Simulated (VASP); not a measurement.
A run of VASP 6.6.1:

The input INCAR:

```
PREC = Accurate
ENCUT = 520
EDIFF = 1E-6
ISMEAR = 0
SIGMA = 0.1
LREAL = Auto
LASPH = T
NELM = 60
ALGO = Normal
ISIF = 2
LWAVE = F
LCHARG = F
LDIPOL = T
IDIPOL = 3
DIPOL = 0.5 0.5 0.317
GGA = PE
NBANDS = 41
```

File KPOINTS:

```
Automatic mesh
0
Gamma
  5 4 1
```

The input POSCAR:

```
Al16O
1.0
    5.7135165838      0.0000000000      0.0000000000
    0.0000000000      8.0801326417      0.0000000000
    0.0000000000      0.0000000000     19.7432787023
Al O
16 1
Direct
    0.2500000000      0.2500000000      0.2026005944
    0.2500000000      0.7500000000      0.2026005944
    0.7500000000      0.2500000000      0.2026005944
    0.7500000000      0.7500000000      0.2026005944
    0.0000000000      0.0000000000      0.2749482104
    0.0000000000      0.5000000000      0.2749482104
    0.5000000000      0.0000000000      0.2749482104
    0.5000000000      0.5000000000      0.2749482104
    0.2500000000      0.2500000000      0.3495466405
    0.2500000000      0.7500000000      0.3495466405
    0.7500000000      0.2500000000      0.3495466405
    0.7500000000      0.7500000000      0.3495466405
    0.0000000000      0.0000000000      0.4175232912
    0.0000000000      0.5000000000      0.4175232912
    0.5000000000      0.0000000000      0.4175232912
    0.5000000000      0.5000000000      0.4175232912
    0.0000000000      0.2000000000      0.4095268480
```

Potentials or basis: VASP PAW PBE potentials, release 64 (Al, O).

Run with:

```bash
$ cat potpaw_PBE.64/Al/POTCAR potpaw_PBE.64/O/POTCAR > POTCAR
$ mpirun -np 1 vasp_std > vasp.out
```

Hardware: 1 thread of Intel(R) Xeon(R) Platinum 8259CL CPU @ 2.50GHz (Skylake/Cascade Lake), with other jobs on the host.

**Question.** How long does it take, and how much memory?

**Answer.** Wall time 15 min on 1 thread of Intel(R) Xeon(R) Platinum 8259CL CPU @ 2.50GHz (Skylake/Cascade Lake), on a shared host, peak memory 0.82 GiB. Counts: scf iterations 26, k points 9.
